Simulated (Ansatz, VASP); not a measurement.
# One calculation of MnSi, two programs

POSCAR

```
MnSi
1.0
    2.9874314600      0.0000000000      0.0000000000
    0.0000000000      2.9874314600      0.0000000000
    0.0000000000      0.0000000000      2.9874314600
Mn Si
1 1
Direct
    0.5000000000      0.5000000000      0.5000000000
    0.0000000000      0.0000000000      0.0000000000
```

File INCAR.step1:

```
ALGO = Normal ; EDIFF = 1E-5
ENCUT = 600 ; GGA = PE
ISMEAR = -1 ; ISPIN = 2
KPAR = 4 ; LASPH = True
LCHARG = False ; LMAXMIX = 4
LORBIT = 11 ; LREAL = False
LWAVE = True ; MAGMOM = 4 0
NBANDS = 20 ; NELM = 150
PREC = Accurate ; SIGMA = 0.05
```

Contents of INCAR.step2:

```
AEXX = 1.0 ; AGGAC = 0.0
ALDAC = 0.0 ; ALGO = Normal
EDIFF = 1E-6 ; EDIFFG = -0.01
ENCUT = 600 ; GGA = PE
IBRION = 2 ; ISIF = 3
ISMEAR = -1 ; ISPIN = 2
ISTART = 1 ; KPAR = 4
LASPH = True ; LCHARG = False
LHFCALC = True ; LMAXMIX = 4
LORBIT = 11 ; LREAL = False
LWAVE = False ; MAGMOM = 4 0
NELM = 150 ; NSW = 60
PREC = Accurate ; PRECFOCK = Normal
SIGMA = 0.05
```

Contents of KPOINTS:

```
k-points
0
Gamma
  5 5 5
```

File input:

```
crystal:
  lattice:
    - [2.98743146, 0.0, 0.0]
    - [0.0, 2.98743146, 0.0]
    - [0.0, 0.0, 2.98743146]
  atoms:
    - { symbol: Mn, position: [0.5, 0.5, 0.5], spin: 4.0 }
    - { symbol: Si, position: [0.0, 0.0, 0.0] }
hamiltonian:
  xc: hf
  pseudopotentials: { kind: paw }
magnetization:
  spin_polarized: true
kpoints:
  mp_grid: { grid: [5, 5, 5] }
scf:
  occupations: { method: fermi_dirac, width: 0.05 }
output:
  forces: true
  stress: true
  eigenvalues: true
relax:
  f_tol: 0.01
  max_steps: 40
  cell: { stress_tol: 0.05 }
```

Alike in both runs: task relaxation of cell and atoms; functional HF; k mesh 5 × 5 × 5; occupations fermi-dirac, width 0.05 eV; collinear spin.

|  | VASP | Ansatz |
| --- | --- | --- |
| version | VASP 6.6.1 | Ansatz 0.2.0 |
| potentials or method | VASP PAW PBE potentials, release 64 (Mn_pv, Si) | Ansatz PAW |
| plane-wave cutoff (eV) | 600 | 420 |
| valence electrons in the cell | 17 | 19 |

Ansatz gave:

| Quantity | Value |
| --- | --- |
| gap on the k mesh at the Fermi level, each at its own relaxed structure (eV) | none |
| net moment per atom (μB) | 2.10 |
| size of the moment on the site where the two differ most (μB) | 4.82 |
| relaxed volume (Å³/atom) | 20.84 |
| relaxed length of the cell vector where the two differ most in proportion (Å) | 3.467 |

Problem. What did VASP give for the same quantities?

Solution. gap on the k mesh at the Fermi level, each at its own relaxed structure (eV): none; net moment per atom (μB): 1.84; size of the moment on the site where the two differ most (μB): 4.60; relaxed volume (Å³/atom): 20.27; relaxed length of the cell vector where the two differ most in proportion (Å): 3.435.

The net moments are unlike, so the other rows may belong to different states. VASP's potentials were made for PBE, not for HF. Site moments also hang on the region over which each program counts them. A gap of «none» marks a metal or a gap that the smearing closes. VASP's potentials hold 17 valence electrons a cell and Ansatz's 19, so a difference there can come from the potentials and not from the codes.

The k mesh is coarse, so the values compare programs but aren't converged. Noted on VASP's run: the volume moved by over 15 % at a fixed basis, so the end points are rough. Noted on Ansatz's run: the magnetic or orbital state may not be the lowest; the volume moved by over 15 % at a fixed basis, so the end points are rough; the plane-wave basis is chosen anew once the cell has moved, so the energies of steps on either side of that aren't comparable.
